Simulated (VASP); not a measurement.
# CdF2 (Fm-3m) in VASP: single point with PBE

Aim: the single point of CdF2 with PBE.

Everything below comes from runs of VASP 6.6.1. Logs are shortened: lines on timing, memory, paths and dates and some standing lists are left out, and cuts for length are marked.

**1. The cell of the first run**

It takes space group Fm-3m (No. 225, cubic). The conventional cell has a = 5.388 Å, b = 5.388 Å, c = 5.388 Å, α = 90.00°, β = 90.00°, γ = 90.00°. Cd (site symmetry m-3m) has 8 F at 2.33 Å within 3.1 Å. Within 3.1 Å of F (site symmetry -43m) lie 4 Cd at 2.33 Å and 6 F at 2.69 Å.

**2. Single point, PBE**

Contents of INCAR:

```
SYSTEM = CdF2
  PREC = Accurate
  ENCUT = 520
  EDIFF = 1E-6
  ISMEAR = -1
  SIGMA = 0.0272
  LREAL = .False.
  LASPH = .True.
  NELM = 100
  ALGO = Normal
  ISIF = 2
  LWAVE = .False.
  LCHARG = .False.
  GGA = PE
  NBANDS = 20
```

Contents of KPOINTS:

```
regular mesh
0
Gamma
  7 7 7
  0 0 0
```

Contents of POSCAR:

```
CdF2
1.0
    0.0000000000      2.6940000000      2.6940000000
    2.6940000000      0.0000000000      2.6940000000
    2.6940000000      2.6940000000      0.0000000000
Cd F
1 2
Direct
    0.0000000000      0.0000000000      0.0000000000
    0.2500000000      0.2500000000      0.2500000000
    0.7500000000      0.7500000000      0.7500000000
```

Potentials or basis: VASP PAW PBE potentials, release 64 (Cd, F).

Command:

```
> cat potpaw_PBE.64/Cd/POTCAR potpaw_PBE.64/F/POTCAR > POTCAR
> mpirun -np 1 vasp_std > vasp.out
```

OUTCAR:

```text
SYSTEM = CdF2
   PREC = Accurate
   ENCUT = 520
   EDIFF = 1E-6
   ISMEAR = -1
   LREAL = .False.
   LASPH = .True.
   NELM = 100
   ISIF = 2
   GGA = PE

 ion  position               nearest neighbor table
   1  0.000  0.000  0.000-   3 2.33   3 2.33   3 2.33   2 2.33   3 2.33   2 2.33   2 2.33   2 2.33

   2  0.250  0.250  0.250-   1 2.33   1 2.33   1 2.33   1 2.33
   3  0.750  0.750  0.750-   1 2.33   1 2.33   1 2.33   1 2.33

  LATTYP: Found a face centered cubic cell.
 ALAT       =     5.3880000000

  Lattice vectors:

 A1 = (   0.0000000000,   2.6940000000,   2.6940000000)
 A2 = (   2.6940000000,   0.0000000000,   2.6940000000)
 A3 = (   2.6940000000,   2.6940000000,   0.0000000000)

Analysis of symmetry for initial positions (statically):
=====================================================================
 Subroutine PRICEL returns:
 Original cell was already a primitive cell.

 Routine SETGRP: Setting up the symmetry group for a
 face centered cubic supercell.

 Subroutine GETGRP returns: Found 48 space group operations
 (whereof 48 operations were pure point group operations)
 out of a pool of 48 trial point group operations.

The static configuration has the point symmetry O_h .

Analysis of symmetry for dynamics (positions and initial velocities):
=====================================================================
 Subroutine PRICEL returns:
 Original cell was already a primitive cell.

 Routine SETGRP: Setting up the symmetry group for a
 face centered cubic supercell.

 Subroutine GETGRP returns: Found 48 space group operations
 (whereof 48 operations were pure point group operations)
 out of a pool of 48 trial point group operations.

The dynamic configuration has the point symmetry O_h .

 Subroutine INISYM returns: Found 48 space group operations
 (whereof 48 operations are pure point group operations),
 and found     1 'primitive' translations

----------------------------------------------------------------------------------------

                                     Primitive cell

  volume of cell :      39.1041

  direct lattice vectors                    reciprocal lattice vectors
     0.000000000  2.694000000  2.694000000    -0.185597624  0.185597624  0.185597624
     2.694000000  0.000000000  2.694000000     0.185597624 -0.185597624  0.185597624
     2.694000000  2.694000000  0.000000000     0.185597624  0.185597624 -0.185597624

  length of vectors
     3.809891337  3.809891337  3.809891337     0.321464515  0.321464515  0.321464515

  position of ions in fractional coordinates (direct lattice)
     0.000000000  0.000000000  0.000000000
     0.250000000  0.250000000  0.250000000
     0.750000000  0.750000000  0.750000000

  ion indices of the primitive-cell ions
   primitive index   ion index
                 1           1
                 2           2
                 3           3

----------------------------------------------------------------------------------------

 KPOINTS: regular mesh

Automatic generation of k-mesh.
 Grid dimensions read from file:
 generate k-points for:    7    7    7

 Generating k-lattice:

  Cartesian coordinates                     Fractional coordinates (reciprocal lattice)
    -0.026513946  0.026513946  0.026513946     0.142857143  0.000000000  0.000000000
     0.026513946 -0.026513946  0.026513946     0.000000000  0.142857143  0.000000000
     0.026513946  0.026513946 -0.026513946     0.000000000  0.000000000  0.142857143

  Length of vectors
     0.045923502  0.045923502  0.045923502

  Shift w.r.t. Gamma in fractional coordinates (k-lattice)
     0.000000000  0.000000000  0.000000000

 Subroutine IBZKPT returns following result:
 ===========================================

 Found     20 irreducible k-points:

 Following reciprocal coordinates:
            Coordinates               Weight
  0.000000  0.000000  0.000000      1.000000
  0.142857  0.000000  0.000000      8.000000
  0.285714  0.000000  0.000000      8.000000
  0.428571  0.000000  0.000000      8.000000
  0.142857  0.142857  0.000000      6.000000
  0.285714  0.142857  0.000000     24.000000
[... 12 lines left out ...]
 -0.428571  0.428571  0.142857     24.000000
 -0.285714  0.428571  0.142857     24.000000
   k-points           NKPTS =     20   k-points in BZ     NKDIM =     20   number of bands    NBANDS=     20
   number of dos      NEDOS =    301   number of ions     NIONS =      3
   total plane-waves  NPLWV =  21952
   dimension x,y,z NGX =    28 NGY =   28 NGZ =   28
   dimension x,y,z NGXF=    56 NGYF=   56 NGZF=   56
   ions per type =               1   2
   NGX,Y,Z   is equivalent  to a cutoff of  12.22, 12.22, 12.22 a.u.
   NGXF,Y,Z  is equivalent  to a cutoff of  24.44, 24.44, 24.44 a.u.
 SYSTEM =  CdF2
   PREC   = accura    normal or accurate (medium, high low for compatibility)
   ISTART =      0    job   : 0-new  1-cont  2-samecut
   ICHARG =      2    charge: 1-file 2-atom 10-const
   ISPIN  =      1    spin polarized calculation?
   LNONCOLLINEAR =      F non collinear calculations
   LSORBIT =      F    spin-orbit coupling
   LASPH  =      T    aspherical Exc in radial PAW
   ENCUT  =  520.0 eV  38.22 Ry    6.18 a.u.   7.08  7.08  7.08*2*pi/ulx,y,z
   NELM   =    100;   NELMIN=  2; NELMDL= -5     # of ELM steps
   EDIFF  = 0.1E-05   stopping-criterion for ELM
   LREAL  =      F    real-space projection
   EDIFFG = 0.1E-04   stopping-criterion for IOM
   NSW    =      0    number of steps for IOM
   IBRION =     -1    ionic relax: 0-MD 1-quasi-New 2-CG
   NFREE  =      0    steps in history (QN), initial steepest desc. (CG)
   ISIF   =      2    stress and relaxation
   ISYM   =      2    0-nonsym 1-usesym 2-fastsym
   POTIM  = 0.5000    time-step for ionic-motion
   TEBEG  =    0.0;   TEEND  =   0.0 temperature during run
   PSTRESS=    0.0 pullay stress
   NELECT =      26.0000    total number of electrons
   NUPDOWN=      -1.0000    fix difference up-down
   EMIN   =  10.00;   EMAX   =-10.00  energy-range for DOS
   EFERMI =   0.00;   METHOD = LEGACY
   ISMEAR =    -1;   SIGMA  =   0.03  broadening in eV -4-tet -1-fermi 0-gaus
   EFERMI_NEDOS =   21; number of points for ismear=-14 and -15
   IALGO  =     38    algorithm
   IMIX   =      4    mixing-type and parameters
     AMIX     =   0.40;   BMIX     =  1.00
     AMIX_MAG =   1.60;   BMIX_MAG =  1.00
  volume/ion in A,a.u.               =      13.03        87.96
  Fermi-wavevector in a.u.,A,eV,Ry     =   1.428867  2.700166 27.778468  2.041660
  Thomas-Fermi vector in A             =   2.548882
   LORBIT       =      0    0 simple, 1 ext, 2 COOP (PROOUT), +10 PAW based schemes
   GGA     = PE    functional components
   LHFCALC =     F    Hartree Fock is set to
   AEXX    =    0.0000 exact exchange contribution
   IVDW    =     0    specifies the selected vdW correction
   LEPSILON=     F    determine dielectric tensor
   LRPA    =     F    only Hartree local field effects (RPA)
 non-spin polarized calculation
  energy-cutoff  :      520.00
  volume of cell :       39.10
 maximum number of plane-waves:      1067
   NGX = 15   NGY = 15   NGZ = 15

 number of electron      25.9999990 magnetization

 Free energy of the ion-electron system (eV)
  ---------------------------------------------------
  ext. energy  EPLUGINS =         0.00000000
  ---------------------------------------------------
  free energy    TOTEN  =       -10.85935917 eV

  energy without entropy =      -10.85935917  energy(sigma->0) =      -10.85935917

 E-fermi :  -0.7540     XC(G=0): -10.4121

 val. band max:       -1.3700879682   @ k =  -0.2857   0.4286   0.1429
 cond. band min:       1.7564576926   @ k =   0.0000   0.0000   0.0000
 fundamental gap:      3.1265456608
 Fermi energy:        -0.7539614958

 k-point     1 :       0.0000    0.0000    0.0000
  band No.  band energies     occupation
      1     -22.1168      2.00000
      2     -21.0120      2.00000
      3      -6.9269      2.00000
      4      -6.9269      2.00000
      5      -6.9269      2.00000
      6      -5.7193      2.00000
[... 12 lines left out ...]
     19      18.5864      0.00000
     20      18.5864      0.00000

 k-point     2 :       0.1429    0.0000    0.0000
  band No.  band energies     occupation
      1     -22.0520      2.00000
      2     -21.0687      2.00000
      3      -6.8512      2.00000
      4      -6.8512      2.00000
      5      -6.7121      2.00000
      6      -5.7412      2.00000
[... 12 lines left out ...]
     19      18.0909      0.00000
     20      18.0909      0.00000

 k-point     3 :       0.2857    0.0000    0.0000
  band No.  band energies     occupation
      1     -21.8828      2.00000
      2     -21.2204      2.00000
      3      -6.6933      2.00000
      4      -6.6933      2.00000
      5      -6.1573      2.00000
      6      -5.7445      2.00000
[... 12 lines left out ...]
     19      17.3570      0.00000
     20      18.2111      0.00000

 k-point     4 :       0.4286    0.0000    0.0000
  band No.  band energies     occupation
      1     -21.6629      2.00000
      2     -21.4219      2.00000
      3      -6.5974      2.00000
      4      -6.5974      2.00000
      5      -5.6683      2.00000
      6      -5.6683      2.00000
[... 12 lines left out ...]
     19      16.9312      0.00000
     20      17.5711      0.00000

 k-point     5 :       0.1429    0.1429    0.0000
  band No.  band energies     occupation
      1     -22.0330      2.00000
      2     -21.0843      2.00000
      3      -6.8132      2.00000
      4      -6.8132      2.00000
      5      -6.6578      2.00000
      6      -5.8263      2.00000
[... 12 lines left out ...]
     19      18.6753      0.00000
     20      18.7817      0.00000
[... 261 lines left out ...]
      6      -5.8818      2.00000
[... 12 lines left out ...]
     19      18.1043      0.00000
     20      20.3210      0.00000

 k-point    18 :      -0.4286    0.2857    0.1429
  band No.  band energies     occupation
      1     -21.6116      2.00000
      2     -21.4472      2.00000
      3      -6.4549      2.00000
      4      -6.3134      2.00000
      5      -5.9191      2.00000
      6      -5.6973      2.00000
[... 12 lines left out ...]
     19      17.5846      0.00000
     20      20.5319      0.00000

 k-point    19 :      -0.4286    0.4286    0.1429
  band No.  band energies     occupation
      1     -21.6232      2.00000
      2     -21.4193      2.00000
      3      -6.4968      2.00000
      4      -6.0674      2.00000
      5      -6.0386      2.00000
      6      -5.6990      2.00000
[... 12 lines left out ...]
     19      19.1004      0.00000
     20      19.2944      0.00000

 k-point    20 :      -0.2857    0.4286    0.1429
  band No.  band energies     occupation
      1     -21.5339      2.00000
      2     -21.5076      2.00000
      3      -6.4012      2.00000
      4      -6.0632      2.00000
      5      -5.9261      2.00000
      6      -5.7785      2.00000
[... 12 lines left out ...]
     19      18.0829      0.00000
     20      20.0645      0.00000

------------------------ aborting loop because EDIFF is reached ----------------------------------------

  FORCE on cell =-STRESS in cart. coord.  units (eV):
  Direction    XX          YY          ZZ          XY          YZ          ZX
  --------------------------------------------------------------------------------------
  -------------------------------------------------------------------------------------
  Total        1.5143362      1.5143362      1.5143362      0.0000000      0.0000000     -0.0000000
  in kB       62.0454753     62.0454753     62.0454753      0.0000000      0.0000000     -0.0000000
  external PRESSURE =      62.0454753 kB  Pullay stress =       0.0000000 kB

 VOLUME and BASIS-vectors are now :
 -----------------------------------------------------------------------------
  energy-cutoff  :      520.00
  volume of cell :       39.10
      direct lattice vectors                 reciprocal lattice vectors
     0.000000000  2.694000000  2.694000000    -0.185597624  0.185597624  0.185597624
     2.694000000  0.000000000  2.694000000     0.185597624 -0.185597624  0.185597624
     2.694000000  2.694000000  0.000000000     0.185597624  0.185597624 -0.185597624

 POSITION                                       TOTAL-FORCE (eV/Angst)
 -----------------------------------------------------------------------------------
      0.00000      0.00000      0.00000        -0.000000     -0.000000     -0.000000
      1.34700      1.34700      1.34700        -0.000000     -0.000000      0.000000
      4.04100      4.04100      4.04100         0.000000      0.000000     -0.000000
 -----------------------------------------------------------------------------------
    total drift:                                0.000000      0.000000      0.000000

  FREE ENERGIE OF THE ION-ELECTRON SYSTEM (eV)
  ---------------------------------------------------
  free  energy   TOTEN  =       -10.8593591652 eV

  energy  without entropy=      -10.8593591651  energy(sigma->0) =      -10.85935917
```

Run time: 14 s. Hardware: 1 thread of Intel Xeon Platinum 8259CL at 2.50GHz (Skylake/Cascade Lake), shared host; peak memory 0.15 GiB.

Results:

```
Free energy            : -10.8594 eV
Pressure               : 6.2 GPa
Band gap on the k mesh : 3.13 eV, indirect (least direct gap 3.57 eV)
```

A k mesh can miss the band edges. A hybrid or GW would open this gap; PBE tends to underestimate it.
